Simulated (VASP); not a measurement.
# SnO (Pmn2_1) in VASP: notebook, part 2 of 2

VASP 6.6.1.

## Step 3: Single point, PBEsol+D3(BJ) (strain +0.0175 x Voigt [1, 1, 0, 0, 0, 0])

File INCAR:

```
PREC     = Accurate       # precision mode
ENCUT    = 520            # plane-wave cutoff, eV
EDIFF    = 1E-7           # SCF threshold, eV
ISMEAR   = 0              # smearing method
SIGMA    = 0.05           # smearing width, eV
LREAL    = F              # projectors in reciprocal space
LASPH    = T              # aspherical terms in the spheres
NELM     = 60             # most SCF steps
ALGO     = Normal         # electronic algorithm
ISIF     = 2              # what is computed and relaxed
LWAVE    = F              # write WAVECAR
LCHARG   = F              # write CHGCAR
GGA      = PS             # functional
IVDW     = 12             # dispersion correction
NBANDS   = 28             # bands
```

File KPOINTS:

```
regular mesh
0
Gamma
  8 6 6
```

File POSCAR:

```
SnO
1.0
    3.4137175875      0.0000000000      0.0000000000
    0.0000000000      5.7734008200      0.0000000000
    0.0000000000      0.0000000000      4.2219700000
Sn O
2 2
Direct
    0.0000000000      0.2319090000      0.5131440000
    0.5000000000      0.7680910000      0.0131440000
    0.0000000000      0.8912500000      0.7368570000
    0.5000000000      0.1087500000      0.2368570000
```

Potentials or basis: VASP PAW PBE potentials, release 64 (Sn_d, O).

Command:

```
cat potpaw_PBE.64/Sn_d/POTCAR potpaw_PBE.64/O/POTCAR > POTCAR
mpirun -np 1 vasp_std > vasp.out
```

OUTCAR:

```text
PREC = Accurate
   ENCUT = 520
   EDIFF = 1E-7
   ISMEAR = 0
   LREAL = F
   LASPH = T
   NELM = 60
   ISIF = 2
   GGA = PS
   IVDW = 12
 IVDW          = 12

 ion  position               nearest neighbor table
   1  0.000  0.232  0.513-   3 2.18   4 2.19   4 2.19
   2  0.500  0.768  0.013-   4 2.18   3 2.19   3 2.19
   3  0.000  0.891  0.737-   1 2.18   2 2.19   2 2.19
   4  0.500  0.109  0.237-   2 2.18   1 2.19   1 2.19

  LATTYP: Found a simple orthorhombic cell.
 ALAT       =     3.4137175875
 B/A-ratio  =     1.2367660452
 C/A-ratio  =     1.6912356315

  Lattice vectors:

 A1 = (  -3.4137175875,   0.0000000000,   0.0000000000)
 A2 = (   0.0000000000,   0.0000000000,   4.2219700000)
 A3 = (   0.0000000000,   5.7734008200,   0.0000000000)

Analysis of symmetry for initial positions (statically):
=====================================================================
 Subroutine PRICEL returns:
 Original cell was already a primitive cell.

 Routine SETGRP: Setting up the symmetry group for a
 simple orthorhombic supercell.

 Subroutine GETGRP returns: Found  4 space group operations
 (whereof  2 operations were pure point group operations)
 out of a pool of  8 trial point group operations.

The static configuration has the point symmetry C_1h.
 The point group associated with its full space group is C_2v.

Analysis of symmetry for dynamics (positions and initial velocities):
=====================================================================
 Subroutine PRICEL returns:
 Original cell was already a primitive cell.

 Routine SETGRP: Setting up the symmetry group for a
 simple orthorhombic supercell.

 Subroutine GETGRP returns: Found  4 space group operations
 (whereof  2 operations were pure point group operations)
 out of a pool of  8 trial point group operations.

The dynamic configuration has the point symmetry C_1h.
[... 121 lines left out ...]
   IALGO  =     38    algorithm
   IMIX   =      4    mixing-type and parameters
     AMIX     =   0.40;   BMIX     =  1.00
     AMIX_MAG =   1.60;   BMIX_MAG =  1.00
  volume/ion in A,a.u.               =      20.80       140.38
  Fermi-wavevector in a.u.,A,eV,Ry     =   1.282439  2.423458 22.376815  1.644650
  Thomas-Fermi vector in A             =   2.414750
   LORBIT       =      0    0 simple, 1 ext, 2 COOP (PROOUT), +10 PAW based schemes
   GGA     = PS    functional components
   LHFCALC =     F    Hartree Fock is set to
   AEXX    =    0.0000 exact exchange contribution
   IVDW    =    12    specifies the selected vdW correction
   LEPSILON=     F    determine dielectric tensor
   LRPA    =     F    only Hartree local field effects (RPA)
 non-spin polarized calculation
 Gauss-broadening in eV      SIGMA  =   0.05
  energy-cutoff  :      520.00
  volume of cell :       83.21
 maximum number of plane-waves:      2264
 NGX is ok and might be reduce to    28
   NGX = 13   NGY = 21   NGZ = 15

 number of electron      39.9999992 magnetization

 Free energy of the ion-electron system (eV)
  ---------------------------------------------------
  ext. energy  EPLUGINS =         0.00000000
  ---------------------------------------------------
  free energy    TOTEN  =       -23.71865617 eV

  energy without entropy =      -23.71865617  energy(sigma->0) =      -23.71865617

 E-fermi :   4.5993     XC(G=0):  -9.6026

 val. band max:        4.3360980246   @ k =   0.0000   0.0000   0.0000
 cond. band min:       5.7111781371   @ k =   0.3750   0.5000   0.0000
 fundamental gap:      1.3750801125
 Fermi energy:         4.5993032533

 k-point     1 :       0.0000    0.0000    0.0000
  band No.  band energies     occupation
      1     -16.6817      2.00000
      2     -16.4187      2.00000
      3     -16.3514      2.00000
      4     -16.3287      2.00000
      5     -16.3049      2.00000
      6     -16.2745      2.00000
[... 733 lines left out ...]
     27      13.2484      0.00000
     28      14.2319      0.00000

 [... further k-points ...]

------------------------ aborting loop because EDIFF is reached ----------------------------------------

 Edisp (eV)   -0.72223

 E8    (eV) :    -0.4774

  FORCE on cell =-STRESS in cart. coord.  units (eV):
  Direction    XX          YY          ZZ          XY          YZ          ZX
  --------------------------------------------------------------------------------------
  -------------------------------------------------------------------------------------
  Total      -4.10615    -3.48524    -2.95399     0.00000     0.00000     0.00000
  in kB     -79.06259   -67.10710   -56.87807     0.00000     0.00000     0.00000
  external pressure =      -67.68 kB  Pullay stress =        0.00 kB

 VOLUME and BASIS-vectors are now :
 -----------------------------------------------------------------------------
  energy-cutoff  :      520.00
  volume of cell :       83.21
      direct lattice vectors                 reciprocal lattice vectors
     3.413717587  0.000000000  0.000000000     0.292935773  0.000000000  0.000000000
     0.000000000  5.773400820  0.000000000     0.000000000  0.173208137  0.000000000
     0.000000000  0.000000000  4.221970000     0.000000000  0.000000000  0.236856254

 POSITION                                       TOTAL-FORCE (eV/Angst)
 -----------------------------------------------------------------------------------
      0.00000      1.33890      2.16648         0.000000     -0.804837     -0.212105
      1.70686      4.43450      0.05549         0.000000      0.804837     -0.212105
      0.00000      5.14554      3.11099         0.000000      0.152579      0.212105
      1.70686      0.62786      1.00000         0.000000     -0.152579      0.212105
 -----------------------------------------------------------------------------------
    total drift:                                0.000000      0.000000      0.000839

  FREE ENERGIE OF THE ION-ELECTRON SYSTEM (eV)
  ---------------------------------------------------
  free  energy   TOTEN  =       -24.4408821928 eV

  energy  without entropy=      -24.4408821928  energy(sigma->0) =      -24.44088219
```

OSZICAR:

```text
N       E                     dE             d eps       ncg     rms          rms(c)
DAV:   1     0.431680762876E+03    0.43168E+03   -0.20294E+04  4612   0.207E+03
DAV:   2     0.415025123616E+02   -0.39018E+03   -0.37465E+03  4692   0.534E+02
DAV:   3    -0.239977750975E+02   -0.65500E+02   -0.64382E+02  5148   0.186E+02
DAV:   4    -0.272433568313E+02   -0.32456E+01   -0.32287E+01  5156   0.449E+01
DAV:   5    -0.273255042017E+02   -0.82147E-01   -0.82133E-01  5036   0.772E+00    0.111E+01
DAV:   6    -0.238884489252E+02    0.34371E+01   -0.16678E+01  7304   0.471E+01    0.543E+00
DAV:   7    -0.237686197882E+02    0.11983E+00   -0.22256E+00  5240   0.888E+00    0.255E+00
DAV:   8    -0.237294769938E+02    0.39143E-01   -0.36586E-01  5132   0.383E+00    0.760E-01
DAV:   9    -0.237177801012E+02    0.11697E-01   -0.44551E-02  7404   0.202E+00    0.240E-01
DAV:  10    -0.237191946676E+02   -0.14146E-02   -0.82019E-03  5964   0.820E-01    0.160E-01
DAV:  11    -0.237186405059E+02    0.55416E-03   -0.26517E-03  6972   0.456E-01    0.292E-02
DAV:  12    -0.237186583799E+02   -0.17874E-04   -0.28994E-04  5128   0.125E-01    0.252E-02
DAV:  13    -0.237186569239E+02    0.14560E-05   -0.18652E-05  5172   0.301E-02    0.101E-02
DAV:  14    -0.237186562077E+02    0.71627E-06   -0.27603E-06  5976   0.122E-02    0.135E-03
DAV:  15    -0.237186561741E+02    0.33529E-07   -0.21320E-07  3760   0.432E-03
   1 F= -.24440882E+02 E0= -.24440882E+02  d E =-.930689E-16
```

stdout:

```text
POSCAR found type information on POSCAR SnO
 POSCAR found :  2 types and       4 ions
 scaLAPACK will be used
 -----------------------------------------------------------------------------
|                                                                             |
|                                                                             |
|     You enforced a specific xc type in the INCAR file but a different       |
|     I HOPE YOU KNOW WHAT YOU ARE DOING!                                     |
|                                                                             |
 -----------------------------------------------------------------------------

 LDA part: xc-table for (Slater+PW92), standard interpolation
 POSCAR, INCAR and KPOINTS ok, starting setup
 FFT: planning ... GRIDC
 FFT: planning ... GRID_SOFT
 FFT: planning ... GRID
 WAVECAR not read
 entering main loop
```

Wall time 98 s (1 thread of Intel Xeon Platinum 8488C (Sapphire Rapids), shared host); peak memory 0.3 GiB.

Results:

* Free energy: -24.4409 eV
* Pressure: -6.8 GPa
* Largest force: 0.832 eV/Å
* Band gap on the k mesh: 1.38 eV (least direct gap 2.08 eV)
* Dispersion energy per atom: -0.181 eV

Forces in eV/Å, atoms in the order of the input:
```
Sn   0.000 -0.805 -0.212
Sn   0.000  0.805 -0.212
O    0.000  0.153  0.212
O    0.000 -0.153  0.212
```

Stress tensor (GPa, compression positive):
```
-7.91  0.00  0.00
 0.00 -6.71  0.00
 0.00  0.00 -5.69
```

Levels at points of the mesh, in eV from the valence-band top:
```tsv
k point	band 16	band 17	band 18	band 19	band 20	band 21	band 22	band 23	band 24	band 25
(0.00, 0.00, 0.00)	-3.67	-3.26	-2.49	-1.86	0.00	2.64	3.00	5.71	5.78	7.69
(0.50, 0.00, 0.00)	-4.22	-2.37	-2.37	-1.25	-1.25	2.54	2.54	5.35	5.35	6.37
(0.00, 0.50, 0.00)	-3.80	-3.64	-2.51	-1.47	-1.28	3.29	3.84	4.74	4.80	6.61
(0.50, 0.50, 0.00)	-4.07	-2.44	-2.44	-0.93	-0.93	1.82	1.82	6.10	6.10	6.94
(0.00, 0.00, 0.50)	-3.25	-3.04	-3.04	-1.53	-1.53	2.48	2.48	5.06	5.06	7.61
(0.50, 0.00, 0.50)	-3.86	-3.03	-3.03	-1.06	-1.06	2.08	2.08	4.47	4.47	6.61
(0.00, 0.50, 0.50)	-3.04	-2.75	-2.75	-1.44	-1.44	1.82	1.82	5.72	5.72	7.51
(0.50, 0.50, 0.50)	-3.99	-3.28	-3.28	-0.45	-0.45	2.41	2.41	3.97	3.97	5.90
```

Caveat: the cell differs from its parent crystal (strain +0.0175 x Voigt [1, 1, 0, 0, 0, 0]); the cell stands under tension; the PAW data sets were made with another functional, which shifts forces and pressure a little; spin-orbit coupling is left out, which moves the levels of the heavy elements. A k mesh can miss the band edges.

## Step 4: Single point, PBEsol+D3(BJ) (strain +0.0200 x Voigt [1, 1, 0, 0, 0, 0])

File INCAR:

```
SYSTEM = SnO
ALGO     = Normal         ! electronic algorithm
EDIFF    = 1E-7           ! SCF threshold, eV
ENCUT    = 520            ! plane-wave cutoff, eV
GGA      = PS             ! functional
ISIF     = 2              ! what is computed and relaxed
ISMEAR   = 0              ! smearing method
IVDW     = 12             ! dispersion correction
LASPH    = .True.         ! aspherical terms in the spheres
LCHARG   = .False.        ! write CHGCAR
LREAL    = .False.        ! projectors in reciprocal space
LWAVE    = .False.        ! write WAVECAR
NBANDS   = 28             ! bands
NELM     = 80             ! most SCF steps
PREC     = Accurate       ! precision mode
SIGMA    = 0.05           ! smearing width, eV
```

File KPOINTS:

```
k-points
0
Gamma
  8 6 6
  0 0 0
```

Edit POSCAR of step 3 so:

```diff
@@ -2,4 +2,4 @@
 1.0
-    3.4137175875      0.0000000000      0.0000000000
-    0.0000000000      5.7734008200      0.0000000000
+    3.4221051000      0.0000000000      0.0000000000
+    0.0000000000      5.7875860800      0.0000000000
     0.0000000000      0.0000000000      4.2219700000
```

Command:

```
cat potpaw_PBE.64/Sn_d/POTCAR potpaw_PBE.64/O/POTCAR > POTCAR
mpirun -np 1 vasp_std > vasp.out
```

Wall time 93 s (1 thread of Intel Xeon Platinum 8488C (Sapphire Rapids), shared host); peak memory 0.31 GiB.

It converged, with:

```yaml
Free_energy: -24.4221 eV
Pressure: -7.1 GPa
Largest_force: 0.898 eV/Å
Band_gap_on_the_k_mesh: 1.38 eV (least direct gap 2.09 eV)
Dispersion_energy_per_atom: -0.180 eV
```

Forces on the atoms (eV/Å):
```
Sn   0.000 -0.869 -0.227
Sn   0.000  0.869 -0.227
O    0.000  0.156  0.227
O    0.000 -0.156  0.227
```

Stress tensor (GPa, compression positive):
```
-8.27  0.00  0.00
 0.00 -7.05  0.00
 0.00  0.00 -5.89
```

Levels at points of the mesh, in eV from the valence-band top:
```csv
k point,band 17,band 18,band 19,band 20,band 21,band 22,band 23,band 24
"(0.00, 0.00, 0.00)",-3.22,-2.47,-1.84,0.00,2.64,2.98,5.69,5.78
"(0.50, 0.00, 0.00)",-2.34,-2.34,-1.25,-1.25,2.55,2.55,5.33,5.33
"(0.00, 0.50, 0.00)",-3.61,-2.49,-1.45,-1.27,3.29,3.84,4.71,4.80
"(0.50, 0.50, 0.00)",-2.41,-2.41,-0.93,-0.93,1.82,1.82,6.08,6.08
"(0.00, 0.00, 0.50)",-3.02,-3.02,-1.52,-1.52,2.46,2.46,5.05,5.05
"(0.50, 0.00, 0.50)",-3.01,-3.01,-1.06,-1.06,2.08,2.08,4.46,4.46
"(0.00, 0.50, 0.50)",-2.72,-2.72,-1.43,-1.43,1.82,1.82,5.69,5.69
"(0.50, 0.50, 0.50)",-3.26,-3.26,-0.46,-0.46,2.42,2.42,3.95,3.95
```

Caveat: the cell differs from its parent crystal (strain +0.0200 x Voigt [1, 1, 0, 0, 0, 0]); the cell stands under tension; the PAW data sets were made with another functional, which shifts forces and pressure a little; spin-orbit coupling is left out, which moves the levels of the heavy elements.

## Step 5: Overview

```tsv
cell	gap on the mesh (eV)	pressure (GPa)	largest force (eV/Å)
a = 3.405, b = 5.759, c = 4.222 Å, 4 atoms	1.37	-6.5	0.77
a = 3.414, b = 5.773, c = 4.222 Å, 4 atoms	1.38	-6.8	0.83
a = 3.422, b = 5.788, c = 4.222 Å, 4 atoms	1.38	-7.1	0.90
```

Alike in all rows: task single point; level PBEsol+D3(BJ); potentials or basis VASP PAW PBE potentials, release 64 (Sn_d, O); no spin polarisation; k mesh 8 × 6 × 6; cutoff (eV) 520; smearing gaussian 0.05 eV.

Caveats: the cell stands under tension; the PAW data sets were made with another functional, which shifts forces and pressure a little; spin-orbit coupling is left out, which moves the levels of the heavy elements.

Absolute energies hang on the potentials; compare differences alone.
